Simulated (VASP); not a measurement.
**Sn2F: relaxation of cell and atoms with PBE**

The system is Sn2F.

```xyz
6
Lattice="5.1948 0.0000 0.0000 0.0000 5.1948 0.0000 0.0000 0.0000 5.1948" Properties=species:S:1:pos:R:3 pbc="T T T"
Sn    1.2987    1.2987    1.2987
Sn    1.2987    3.8961    3.8961
Sn    3.8961    3.8961    1.2987
Sn    3.8961    1.2987    3.8961
F     0.0000    0.0000    0.0000
F     2.5974    2.5974    2.5974
```

```
Program                : VASP 6.6.1
Task                   : relaxation of cell and atoms
Functional             : PBE
Potentials or basis    : VASP PAW PBE potentials, release 64 (Sn_d, F)
Cutoff                 : 600 eV
k mesh                 : 4 × 4 × 4
Occupations            : gaussian, width 0.1 eV
Spin                   : no spin polarisation
Dipole correction      : no
Further INCAR settings : ALGO = Fast; EDIFF = 1e-06; IBRION = 2; EDIFFG = -0.04; NSW = 90; ISIF = 3
```

- Relaxed volume: 26.74 Å³/atom
- Relaxed cell: a = 5.434 Å, b = 5.434 Å, c = 5.434 Å, α = 90.00°, β = 90.00°, γ = 90.00°
- Space group after relaxing (to 0.1 Å): Pn-3m (No. 224)
- Energy gained by relaxing: 68.4 meV/atom
- Ionic steps: 3
- Pressure after relaxing: 0.1 GPa
- Band gap on the k mesh: zero (bands 35 and 36 overlap by 1.09 eV)

The path:
```csv
step,energy change (eV),largest force (eV/Å),pressure (GPa),volume (Å³)
1,0.0000,0.0000,7.26,140.19
2,-0.4066,0.0000,-0.54,162.79
3,-0.4101,0.0000,0.06,160.46
```

Final structure:
```xyz
6
Lattice="5.4341 0.0000 0.0000 0.0000 5.4341 0.0000 0.0000 0.0000 5.4341" Properties=species:S:1:pos:R:3 pbc="T T T"
Sn    1.3585    1.3585    1.3585
Sn    1.3585    4.0756    4.0756
Sn    4.0756    4.0756    1.3585
Sn    4.0756    1.3585    4.0756
F     0.0000    0.0000    0.0000
F     2.7170    2.7170    2.7170
```

Levels at points of the mesh, in eV from the Fermi level:
| k point | band 33 | band 34 | band 35 | band 36 | band 37 | band 38 |
| --- | --- | --- | --- | --- | --- | --- |
| (0.00, 0.00, 0.00) | -2.70 | -2.70 | 0.36 | 1.16 | 1.16 | 1.16 |
| (0.50, 0.00, 0.00) | -1.39 | -1.39 | 0.09 | 0.09 | 0.67 | 0.67 |
| (0.50, 0.50, 0.00) | -1.23 | -1.23 | 0.05 | 0.05 | 0.65 | 0.65 |
| (0.50, 0.50, 0.50) | -2.47 | -2.47 | -2.47 | -0.73 | 3.24 | 3.24 |

It took 5.6 min on 1 thread of Oxide Virtual Turin-like Processor, on a shared host, peak memory 0.25 GiB.

Caveat: spin-orbit coupling is left out, which moves the levels of the heavy elements.
